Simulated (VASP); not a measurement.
CdTe (zincblende type): single point with PBE

CdTe (zincblende type):

```
CELL_PARAMETERS angstrom
0.00000 2.71027 2.71027
2.71027 0.00000 2.71027
2.71027 2.71027 0.00000
ATOMIC_POSITIONS crystal
Cd 0.00000 0.00000 0.00000
Te 0.25000 0.25000 0.25000
```

This cell differs from its parent crystal: volume scaled by 0.55.

```json
{"Program": "VASP 6.6.1", "Task": "single point", "Functional": "PBE", "Potentials or basis": "VASP PAW PBE potentials, release 64 (Cd, Te)", "Cutoff": "520 eV", "k mesh": "11 × 11 × 11", "Occupations": "fermi-dirac, width 0.08 eV", "Spin": "no spin polarisation"}
```

| Quantity | Value |
| --- | --- |
| Pressure | 88.6 GPa |
| Band gap on the k mesh | 0.86 eV, indirect (least direct gap 2.29 eV) |

Levels at points of the mesh, in eV from the valence-band top:
| k point | band 7 | band 8 | band 9 | band 10 | band 11 | band 12 |
| --- | --- | --- | --- | --- | --- | --- |
| (0.00, 0.00, 0.00) | 0.00 | 0.00 | 0.00 | 2.29 | 3.58 | 3.58 |

Wall time 33 s on 1 thread of Intel(R) Xeon(R) Platinum 8488C (Sapphire Rapids), with other jobs on the host, peak memory 0.19 GiB.

Caveat: spin-orbit coupling is left out, which moves the levels of the heavy elements. A k mesh can miss the band edges.
